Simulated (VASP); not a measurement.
The system is MgCd3Te4.

```
CELL_PARAMETERS angstrom
4.32632 0.00000 0.00000
-2.16316 3.74670 0.00000
0.00000 0.00000 14.02043
ATOMIC_POSITIONS crystal
Mg 0.33333 0.66667 0.49800
Cd 0.33333 0.66667 0.99800
Cd 0.66667 0.33333 0.24800
Cd 0.66667 0.33333 0.74800
Te 0.33333 0.66667 0.18700
Te 0.33333 0.66667 0.68700
Te 0.66667 0.33333 0.43700
Te 0.66667 0.33333 0.93700
```

```yaml
Program: VASP 6.6.1
Task: relaxation of cell and atoms
Functional: PBE
Potentials_or_basis: VASP PAW PBE potentials, release 64 (Mg, Cd, Te)
Cutoff: 600 eV
k_mesh: 6 × 6 × 2
Occupations: gaussian, width 0.1 eV
Spin: no spin polarisation
```

At the start: pressure 14.1 GPa; volume 28.41 Å³/atom.

Question: Where does the relaxation end?

Answer: Over 8 steps the energy falls by 268.4 meV/atom and the volume is 35.90 Å³/atom (+26.4 %); space group P3m1 (No. 156, to 0.1 Å) before and after.

The path:
```
step  energy change (eV)  largest force (eV/Å)  pressure (GPa)  volume (Å³)
   1              0.0000                0.6358           14.13       227.26
   2             -1.8127                0.1028           -2.93       320.02
   3             -2.1403                0.1160            0.11       286.53
   4             -2.1406                0.1131           -0.04       287.81
   5             -2.1424                0.1081           -0.04       287.76
   6             -2.1456                0.0933           -0.03       287.58
   7             -2.1460                0.0862           -0.02       287.50
   8             -2.1474                0.0382            0.00       287.22
```

Final structure:
```xyz
8
Lattice="4.6613 0.0000 0.0000 -2.3307 4.0368 0.0000 0.0000 0.0000 15.2638" Properties=species:S:1:pos:R:3 pbc="T T T"
Mg    0.0000    2.6912    7.5931
Cd    0.0000    2.6912   15.2431
Cd    2.3307    1.3456    3.8263
Cd    2.3307    1.3456   11.4185
Te    0.0000    2.6912    2.8474
Te    0.0000    2.6912   10.4272
Te    2.3307    1.3456    6.7088
Te    2.3307    1.3456   14.2859
```

Caveat: the volume moved by over 15 % at a fixed basis, so the end points are rough.
